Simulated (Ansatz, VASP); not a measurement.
## Two plane-wave programs on MgAl2Sb2

```
Mg Al Sb
1.0
     4.72348    0.00000    0.00000
    -2.36174    4.09065    0.00000
     0.00000    0.00000    7.27047
Mg Al Sb
1 2 2
Cartesian
  0.0000 0.0000 0.0000
  2.3617 1.3635 2.6958
  0.0000 2.7271 4.5747
  2.3617 1.3635 5.5960
  0.0000 2.7271 1.6745
```

Alike in both runs: task single point; functional PBEsol; k mesh 6 × 6 × 4; occupations fermi-dirac, width 0.15 eV; no spin polarisation.

|  | VASP | Ansatz |
| --- | --- | --- |
| version | VASP 6.6.1 | Ansatz 0.2.0 |
| potentials or method | VASP PAW PBE potentials, release 64 (Mg, Al, Sb), cutoff 520 eV | plane waves, PAW |
| valence electrons in the cell | 18 | 46 |

```csv
,VASP,Ansatz,Ansatz less VASP
pressure (GPa),-4.2,-4.3,-0.11
"traceless stress, the component that is largest in VASP (GPa)",-0.08,-0.10,-0.021
```

VASP's potentials were made for PBE, not for PBEsol. VASP's potentials hold 18 valence electrons a cell and Ansatz's 46, so a difference there can come from the potentials and not from the codes.

Spin-orbit coupling is off throughout.
